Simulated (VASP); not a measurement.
Wanted: the native input for a VASP 6.6.1 run.

```
Task                   : relaxation of cell and atoms
Functional             : PBE
Potentials or basis    : VASP PAW PBE potentials, release 64 (Zr_sv, Hf_pv, S)
Cutoff                 : 600 eV
k mesh                 : 12 × 12 × 1
Occupations            : gaussian, width 0.02 eV
Spin                   : no spin polarisation
Dipole correction      : no
Further INCAR settings : ALGO = Normal; EDIFF = 1e-06; IBRION = 2; EDIFFG = -0.01; NSW = 100; ISIF = 3
```

The structure of HfZr3S8 lies in POSCAR:

```
HfZr3S8
1.0
    3.6805712405      0.0000000000      0.0000000000
   -1.8402856202      3.1874681947      0.0000000000
    0.0000000000      0.0000000000     26.8062493856
Zr Hf S
3 1 8
Direct
    0.0000000000      0.0000000000      0.0000000000
    0.0000000000      0.0000000000      0.2497403219
    0.0000000000      0.0000000000      0.7502596781
    0.0000000000      0.0000000000      0.5000000000
    0.6666666667      0.3333333333      0.1956867592
    0.6666666667      0.3333333333      0.4465848998
    0.6666666667      0.3333333333      0.6962049968
    0.6666666667      0.3333333333      0.9459448225
    0.3333333333      0.6666666667      0.0540551775
    0.3333333333      0.6666666667      0.3037950032
    0.3333333333      0.6666666667      0.5534151002
    0.3333333333      0.6666666667      0.8043132408
```

The input as run:

INCAR

```
SYSTEM = HfZr3S8
  PREC = Accurate
  ENCUT = 600
  EDIFF = 1E-6
  ISMEAR = 0
  SIGMA = 0.02
  LREAL = .FALSE.
  LASPH = .TRUE.
  NELM = 60
  ALGO = Normal
  ISIF = 3
  LWAVE = .FALSE.
  LCHARG = .FALSE.
  GGA = PE
  IBRION = 2
  NSW = 100
  EDIFFG = -0.01
```

KPOINTS

```
regular mesh
0
G
  12 12 1
  0 0 0
```

Potentials or basis: VASP PAW PBE potentials, release 64 (Zr_sv, Hf_pv, S).

The run is started by

```sh
$ cat potpaw_PBE.64/Zr_sv/POTCAR potpaw_PBE.64/Hf_pv/POTCAR potpaw_PBE.64/S/POTCAR > POTCAR
$ mpirun -np 1 vasp_std > vasp.out
```

It gave:

- Relaxed volume: 26.15 Å³/atom
- Relaxed cell: a = 3.673 Å, b = 3.673 Å, c = 26.853 Å, α = 90.00°, β = 90.00°, γ = 120.00°
- Space group after relaxing (to 0.1 Å): P-3m1 (No. 164)
- Energy gained by relaxing: 0.1 meV/atom
- Ionic steps: 4
- Pressure after relaxing: 0.0 GPa
- Largest force after relaxing: 0.004 eV/Å
- Band gap on the k mesh: 1.11 eV (least direct gap 1.68 eV)

Caveat: spin-orbit coupling is left out, which moves the levels of the heavy elements; an odd mesh through Γ misses points on the zone boundary, where band edges can lie; this functional lacks dispersion, which binds the layers, so the pressure and a relaxed spacing across them are unreliable.

It took 18 min on 1 thread of Oxide Virtual Turin-like Processor, with other jobs on the host, peak memory 0.69 GiB.
